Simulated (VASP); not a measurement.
Runs of VASP 6.6.1 on Sn. The structure is that of space group Pm-3m (No. 221), or close to it. The cells are those of the table. 

```csv
cell,k mesh,gap on the mesh (eV),pressure (GPa)
"a = 3.106 Å, 1 atom",17 × 17 × 17,none,(a)
"a = 3.064 Å, 1 atom",11 × 11 × 11,none,2.3
"a = 3.106 Å, 1 atom",11 × 11 × 11,none,(b)
"a = 3.021 Å, 1 atom",11 × 11 × 11,none,4.9
"a = 2.976 Å, 1 atom",11 × 11 × 11,none,8.0
```

Alike in all rows: task single point; level revPBE; potentials or basis VASP PAW PBE potentials, release 64 (Sn_d); no spin polarisation; cutoff (eV) 520; smearing fermi-dirac 0.1 eV.

Task: Estimate the missing entries.

Result: (a) 0.2; (b) 0.3.

Caveats: the PAW data sets were made with another functional, which shifts forces and pressure a little; spin-orbit coupling is left out, which moves the levels of the heavy elements.

A k mesh can miss the band edges, and the runs leave out spin-orbit coupling on Sn.

A gap of «none» marks levels without a gap at the run's occupations.
